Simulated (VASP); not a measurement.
# W (Im-3m) in VASP: notebook, part 2 of 2

VASP 6.6.1. The steps go on from the part before.

### Step 5. Single point, PBE

This run uses another cell than the first one, of 16.80 Å³/atom, 1.060 times its volume.

File INCAR:

```
SYSTEM = W
ALGO = Normal ; EDIFF = 1E-6
ENCUT = 520 ; GGA = PE
ISIF = 2 ; ISMEAR = -1
LASPH = .TRUE. ; LCHARG = .FALSE.
LREAL = .FALSE. ; LWAVE = .FALSE.
NBANDS = 13 ; NELM = 100
PREC = Accurate ; SIGMA = 0.15
```

File KPOINTS:

```
k-points
0
G
  13 13 13
  0 0 0
```

File POSCAR:

```
W
1.0
   -1.6133792515      1.6133792515      1.6133792515
    1.6133792515     -1.6133792515      1.6133792515
    1.6133792515      1.6133792515     -1.6133792515
W
1
Direct
    0.0000000000      0.0000000000      0.0000000000
```

Potentials or basis: VASP PAW PBE potentials, release 64 (W_sv).

Launch:

```bash
cat potpaw_PBE.64/W_sv/POTCAR > POTCAR
mpirun -np 1 vasp_std > vasp.out
```

OUTCAR:

```text
SYSTEM = W
   EDIFF = 1E-6
   ENCUT = 520
   GGA = PE
   ISIF = 2
   ISMEAR = -1
   LASPH = .TRUE.
   LREAL = .FALSE.
   NELM = 100
   PREC = Accurate

 ion  position               nearest neighbor table
   1  0.000  0.000  0.000-

  LATTYP: Found a body centered cubic cell.
 ALAT       =     3.2267585030

  Lattice vectors:

 A1 = (  -1.6133792515,   1.6133792515,   1.6133792515)
 A2 = (   1.6133792515,  -1.6133792515,   1.6133792515)
 A3 = (   1.6133792515,   1.6133792515,  -1.6133792515)

Analysis of symmetry for initial positions (statically):
=====================================================================
 Subroutine PRICEL returns:
 Original cell was already a primitive cell.

 Routine SETGRP: Setting up the symmetry group for a
 body centered cubic supercell.

 Subroutine GETGRP returns: Found 48 space group operations
 (whereof 48 operations were pure point group operations)
 out of a pool of 48 trial point group operations.

The static configuration has the point symmetry O_h .

Analysis of symmetry for dynamics (positions and initial velocities):
=====================================================================
 Subroutine PRICEL returns:
 Original cell was already a primitive cell.

 Routine SETGRP: Setting up the symmetry group for a
 body centered cubic supercell.

 Subroutine GETGRP returns: Found 48 space group operations
 (whereof 48 operations were pure point group operations)
 out of a pool of 48 trial point group operations.

The dynamic configuration has the point symmetry O_h .

 Subroutine INISYM returns: Found 48 space group operations
 (whereof 48 operations are pure point group operations),
 and found     1 'primitive' translations

----------------------------------------------------------------------------------------

                                     Primitive cell

  volume of cell :      16.7985

  direct lattice vectors                    reciprocal lattice vectors
    -1.613379252  1.613379252  1.613379252     0.000000000  0.309908535  0.309908535
     1.613379252 -1.613379252  1.613379252     0.309908535  0.000000000  0.309908535
     1.613379252  1.613379252 -1.613379252     0.309908535  0.309908535  0.000000000

  length of vectors
     2.794454835  2.794454835  2.794454835     0.438276853  0.438276853  0.438276853

  position of ions in fractional coordinates (direct lattice)
     0.000000000  0.000000000  0.000000000

  ion indices of the primitive-cell ions
   primitive index   ion index
                 1           1

----------------------------------------------------------------------------------------

 KPOINTS: k-points

Automatic generation of k-mesh.
 Grid dimensions read from file:
 generate k-points for:   13   13   13

 Generating k-lattice:

  Cartesian coordinates                     Fractional coordinates (reciprocal lattice)
     0.000000000  0.023839118  0.023839118     0.076923077  0.000000000  0.000000000
     0.023839118  0.000000000  0.023839118     0.000000000  0.076923077  0.000000000
     0.023839118  0.023839118  0.000000000     0.000000000  0.000000000  0.076923077

  Length of vectors
     0.033713604  0.033713604  0.033713604

  Shift w.r.t. Gamma in fractional coordinates (k-lattice)
     0.000000000  0.000000000  0.000000000

 Subroutine IBZKPT returns following result:
 ===========================================

 Found     84 irreducible k-points:

 Following reciprocal coordinates:
            Coordinates               Weight
  0.000000  0.000000  0.000000      1.000000
  0.076923  0.000000  0.000000     12.000000
  0.153846  0.000000  0.000000     12.000000
  0.230769  0.000000  0.000000     12.000000
  0.307692  0.000000  0.000000     12.000000
  0.384615  0.000000  0.000000     12.000000
[... 16 lines left out ...]
  0.153846  0.076923  0.076923     24.000000
  0.230769  0.076923  0.076923     24.000000
 [... further k-points ...]
   k-points           NKPTS =     84   k-points in BZ     NKDIM =     84   number of bands    NBANDS=     13
   number of dos      NEDOS =    301   number of ions     NIONS =      1
   total plane-waves  NPLWV =  13824
   dimension x,y,z NGX =    24 NGY =   24 NGZ =   24
   dimension x,y,z NGXF=    48 NGYF=   48 NGZF=   48
   ions per type =               1
   NGX,Y,Z   is equivalent  to a cutoff of  14.28, 14.28, 14.28 a.u.
   NGXF,Y,Z  is equivalent  to a cutoff of  28.56, 28.56, 28.56 a.u.
 SYSTEM =  W
   PREC   = accura    normal or accurate (medium, high low for compatibility)
   ISTART =      0    job   : 0-new  1-cont  2-samecut
   ICHARG =      2    charge: 1-file 2-atom 10-const
   ISPIN  =      1    spin polarized calculation?
   LNONCOLLINEAR =      F non collinear calculations
   LSORBIT =      F    spin-orbit coupling
   LASPH  =      T    aspherical Exc in radial PAW
   ENCUT  =  520.0 eV  38.22 Ry    6.18 a.u.   5.20  5.20  5.20*2*pi/ulx,y,z
   NELM   =    100;   NELMIN=  2; NELMDL= -5     # of ELM steps
   EDIFF  = 0.1E-05   stopping-criterion for ELM
   LREAL  =      F    real-space projection
   EDIFFG = 0.1E-04   stopping-criterion for IOM
   NSW    =      0    number of steps for IOM
   IBRION =     -1    ionic relax: 0-MD 1-quasi-New 2-CG
   NFREE  =      0    steps in history (QN), initial steepest desc. (CG)
   ISIF   =      2    stress and relaxation
   ISYM   =      2    0-nonsym 1-usesym 2-fastsym
   POTIM  = 0.5000    time-step for ionic-motion
   TEBEG  =    0.0;   TEEND  =   0.0 temperature during run
   PSTRESS=    0.0 pullay stress
   NELECT =      14.0000    total number of electrons
   NUPDOWN=      -1.0000    fix difference up-down
   EMIN   =  10.00;   EMAX   =-10.00  energy-range for DOS
   EFERMI =   0.00;   METHOD = LEGACY
   ISMEAR =    -1;   SIGMA  =   0.15  broadening in eV -4-tet -1-fermi 0-gaus
   EFERMI_NEDOS =   21; number of points for ismear=-14 and -15
   IALGO  =     38    algorithm
   IMIX   =      4    mixing-type and parameters
     AMIX     =   0.40;   BMIX     =  1.00
     AMIX_MAG =   1.60;   BMIX_MAG =  1.00
  volume/ion in A,a.u.               =      16.80       113.36
  Fermi-wavevector in a.u.,A,eV,Ry     =   1.540616  2.911342 32.293392  2.373497
  Thomas-Fermi vector in A             =   2.646678
   LORBIT       =      0    0 simple, 1 ext, 2 COOP (PROOUT), +10 PAW based schemes
   GGA     = PE    functional components
   LHFCALC =     F    Hartree Fock is set to
   AEXX    =    0.0000 exact exchange contribution
   IVDW    =     0    specifies the selected vdW correction
   LEPSILON=     F    determine dielectric tensor
   LRPA    =     F    only Hartree local field effects (RPA)
 non-spin polarized calculation
  energy-cutoff  :      520.00
  volume of cell :       16.80
 maximum number of plane-waves:       466
 NGX is ok and might be reduce to    24
   NGX = 11   NGY = 11   NGZ = 11

 number of electron      13.9999999 magnetization

 Free energy of the ion-electron system (eV)
  ---------------------------------------------------
  ext. energy  EPLUGINS =         0.00000000
  ---------------------------------------------------
  free energy    TOTEN  =       -12.95704973 eV

  energy without entropy =      -12.92759556  energy(sigma->0) =      -12.94232264

 E-fermi :  10.6081     XC(G=0): -13.3147

 val. band max:       10.5144074093   @ k =  -0.3077   0.3077   0.2308
 cond. band min:      10.6541721815   @ k =   0.4615   0.0769   0.0000
 fundamental gap:      0.1397647722
 Fermi energy:        10.6080831831

 k-point     1 :       0.0000    0.0000    0.0000
  band No.  band energies     occupation
      1     -63.6397      2.00000
      2     -27.2793      2.00000
      3     -27.2793      2.00000
      4     -27.2793      2.00000
      5       1.3093      2.00000
      6       9.4861      1.99887
      7       9.4861      1.99887
      8       9.4861      1.99887
      9      12.7466      0.00000
     10      12.7466      0.00000
     11      25.0032      0.00000
     12      25.0032      0.00000
     13      25.0032      0.00000
[... 353 lines left out ...]
 k-point    24 :       0.2308    0.0769    0.0769
  band No.  band energies     occupation
      1     -63.5651      2.00000
      2     -28.0387      2.00000
      3     -27.5141      2.00000
      4     -27.3363      2.00000
      5       4.7813      2.00000
      6       7.7786      2.00000
      7       8.3495      2.00000
      8      12.5166      0.00001
      9      13.1121      0.00000
     10      14.3038      0.00000
     11      24.4770      0.00000
     12      24.5942      0.00000
     13      28.1779      0.00000

 [... further k-points ...]

------------------------ aborting loop because EDIFF is reached ----------------------------------------

  FORCE on cell =-STRESS in cart. coord.  units (eV):
  Direction    XX          YY          ZZ          XY          YZ          ZX
  --------------------------------------------------------------------------------------
  -------------------------------------------------------------------------------------
  Total       -1.1515235     -1.1515235     -1.1515235     -0.0000000     -0.0000000      0.0000000
  in kB     -109.8282308   -109.8282308   -109.8282308     -0.0000000     -0.0000000      0.0000000
  external PRESSURE =    -109.8282308 kB  Pullay stress =       0.0000000 kB

 VOLUME and BASIS-vectors are now :
 -----------------------------------------------------------------------------
  energy-cutoff  :      520.00
  volume of cell :       16.80
      direct lattice vectors                 reciprocal lattice vectors
    -1.613379252  1.613379252  1.613379252     0.000000000  0.309908535  0.309908535
     1.613379252 -1.613379252  1.613379252     0.309908535  0.000000000  0.309908535
     1.613379252  1.613379252 -1.613379252     0.309908535  0.309908535  0.000000000

 POSITION                                       TOTAL-FORCE (eV/Angst)
 -----------------------------------------------------------------------------------
      0.00000      0.00000      0.00000        -0.000000      0.000000      0.000000
 -----------------------------------------------------------------------------------
    total drift:                                0.000000      0.000000     -0.000000

  FREE ENERGIE OF THE ION-ELECTRON SYSTEM (eV)
  ---------------------------------------------------
  free  energy   TOTEN  =       -12.9570497320 eV

  energy  without entropy=      -12.9275955550  energy(sigma->0) =      -12.94232264
```

Run time: 28 s. Hardware: 1 thread of AMD EPYC 7R43 (Zen 3), shared host; peak memory 0.12 GiB.

What came out:

```
Free energy            : -12.9570 eV
Pressure               : -11.0 GPa
Band gap on the k mesh : zero (band 7 reaches 14.79 eV, above the bottom of band 8 at 9.49 eV)
```

Caveat: spin-orbit coupling is left out, which moves the levels of the heavy elements.

### Step 6. Overview

```tsv
cell	gap on the mesh (eV)	pressure (GPa)
a = 2.741 Å, angles 109.5°, 1 atom	none	6.1
a = 2.759 Å, angles 109.5°, 1 atom	none	-0.2
a = 2.777 Å, angles 109.5°, 1 atom	none	-5.9
a = 2.794 Å, angles 109.5°, 1 atom	none	-11.0
```

Alike in all rows: task single point; level PBE; potentials or basis VASP PAW PBE potentials, release 64 (W_sv); no spin polarisation; k mesh 13 × 13 × 13; cutoff (eV) 520; smearing fermi-dirac 0.15 eV.

Caveats: spin-orbit coupling is left out, which moves the levels of the heavy elements.

Total energies depend on the potentials used, so only differences within one code and one set of settings carry meaning.
